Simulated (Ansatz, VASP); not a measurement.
K3Eu: VASP beside Ansatz

File INCAR:

```
SYSTEM = K3Eu
PREC = Accurate ; ENCUT = 520
EDIFF = 1E-6 ; ISMEAR = 0
SIGMA = 0.1 ; LREAL = .FALSE.
LASPH = .TRUE. ; NELM = 150
ALGO = Normal ; ISIF = 2
LWAVE = .FALSE. ; LCHARG = .FALSE.
ISPIN = 2 ; MAGMOM = 0 0 0 7
LORBIT = 11 ; LMAXMIX = 6
GGA = CA ; NBANDS = 34
```

The input KPOINTS:

```
Automatic mesh
0
G
  4 4 4
  0 0 0
```

Contents of POSCAR:

```
K3Eu
1.0
    0.0000000000      5.0919650000      5.0919650000
    5.0919650000      0.0000000000      5.0919650000
    5.0919650000      5.0919650000      0.0000000000
K Eu
3 1
Direct
    0.2500000000      0.2500000000      0.2500000000
    0.7500000000      0.7500000000      0.7500000000
    0.5000000000      0.5000000000      0.5000000000
    0.0000000000      0.0000000000      0.0000000000
```

Input for Ansatz:

```yaml
crystal:
  lattice:
    - [0.0, 5.091965, 5.091965]
    - [5.091965, 0.0, 5.091965]
    - [5.091965, 5.091965, 0.0]
  atoms:
    - { symbol: K, position: [0.25, 0.25, 0.25] }
    - { symbol: K, position: [0.75, 0.75, 0.75] }
    - { symbol: K, position: [0.5, 0.5, 0.5] }
    - { symbol: Eu, position: [0.0, 0.0, 0.0] }
kpoints:
  mp_grid:
    grid: [4, 4, 4]
hamiltonian:
  xc: lda
  pseudopotentials:
    kind: paw
magnetization:
  spin_polarized: true
  per_species:
    Eu: 7.0
scf:
  occupations:
    method: gaussian
    width: 0.1
output:
  forces: true
  stress: true
  eigenvalues: true
```

Alike in both runs: task single point; functional LDA; k mesh 4 × 4 × 4; occupations gaussian, width 0.1 eV; collinear spin.

```csv
,VASP,Ansatz
version,VASP 6.6.1,Ansatz 0.2.0
potentials or method,"VASP PAW PBE potentials, release 64 (K_sv, Eu)","plane waves, PAW"
plane-wave cutoff (eV),520,420
valence electrons in the cell,44,44
```

Ansatz gave:

| Property | Result |
| --- | --- |
| gap on the k mesh at the Fermi level (eV) | none |
| pressure (GPa) | -0.6 |
| net moment per atom (μB) | 1.90 |
| size of the moment on the site where the two differ most (μB) | 7.17 |

Question: Estimate VASP's values.

Answer: gap on the k mesh at the Fermi level (eV): none; pressure (GPa): -0.6; net moment per atom (μB): 1.90; size of the moment on the site where the two differ most (μB): 6.79.

VASP's potentials were made for PBE, not for LDA. LDA's correlation is that of Perdew and Zunger in VASP and of Perdew and Wang (1992) in Ansatz. Site moments also hang on the region over which each program counts them. A gap of «none» marks a metal or a gap that the smearing closes.

Neither program's run includes spin-orbit coupling.
